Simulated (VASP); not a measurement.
MgS, 2 atoms in the cell. Symmetry: F-43m, No. 216, cubic system. The conventional cell has a = 5.775 Å, b = 5.775 Å, c = 5.775 Å, α = 90.00°, β = 90.00°, γ = 90.00°. Within 3.3 Å of Mg (site symmetry -43m) lie 4 S at 2.50 Å. Within 3.3 Å of S (site symmetry -43m) lie 4 Mg at 2.50 Å.  This cell differs from its parent crystal: strain +2.0%.

```yaml
Program: VASP 6.6.1
Task: dielectric tensor
Functional: r2SCAN
Potentials_or_basis: VASP PAW PBE potentials, release 64 (Mg, S)
Cutoff: 520 eV
k_mesh: 6 × 6 × 6
Occupations: gaussian, width 0.01 eV
Spin: no spin polarisation
Dipole_correction: no
Further_INCAR_settings: ALGO = Normal; EDIFF = 1e-08
```

Potentials or basis: VASP PAW PBE potentials, release 64 (Mg, S).

Command:

```bash
$ cat potpaw_PBE.64/Mg/POTCAR potpaw_PBE.64/S/POTCAR > POTCAR
$ mpirun -np 1 vasp_std > vasp.out
```

Hardware: 1 thread of Intel(R) Xeon(R) Platinum 8259CL CPU @ 2.50GHz (Skylake/Cascade Lake), with other jobs on the host.

Task: Estimate the wall time of this run.

Result: It took 21 min on 1 thread of Intel(R) Xeon(R) Platinum 8259CL CPU @ 2.50GHz (Skylake/Cascade Lake), on a shared host, peak memory 0.28 GiB. Counts: scf iterations 76, k points 16.
